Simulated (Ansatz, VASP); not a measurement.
# Mg2NCl in VASP and in Ansatz

```
Mg N Cl
1.0
     1.61915    0.93482    6.00298
    -1.61915    0.93482    6.00298
     0.00000   -1.86963    6.00298
Mg N Cl
2 1 1
Direct
  0.22282 0.22282 0.22282
  0.77719 0.77719 0.77719
  0.50000 0.50000 0.50000
  0.00000 0.00000 0.00000
```

Change from the starting cell: strain -0.025 along x and y, +0.000 along z, atoms carried along.

Alike in both runs: task single point; functional LDA; k mesh 9 × 9 × 9; occupations gaussian, width 0.05 eV; no spin polarisation.

|  | VASP | Ansatz |
| --- | --- | --- |
| version | VASP 6.6.1 | Ansatz 0.2.0 |
| potentials or method | VASP PAW LDA potentials, release 64 (Mg, N, Cl), cutoff 520 eV | scalar-relativistic, plane waves, PAW |
| valence electrons in the cell | 16 | 32 |

```csv
,VASP,Ansatz,Ansatz less VASP
gap on the k mesh at the Fermi level (eV),2.30,2.33,+0.027
least direct gap on the mesh (eV),2.30,2.33,+0.027
pressure (GPa),-2.1,-1.4,+0.73
"traceless stress, the component that is largest in VASP (GPa)",-2.98,-2.92,+0.059
rms of the force components (eV/Å),0.033,0.016,-0.0169
```

LDA's correlation is that of Perdew and Zunger in VASP and of Perdew and Wang (1992) in Ansatz. Atom by atom the forces differ by 0.017 eV/Å (rms over components). VASP's potentials hold 16 valence electrons a cell and Ansatz's 32, so a difference there can come from the potentials and not from the codes.
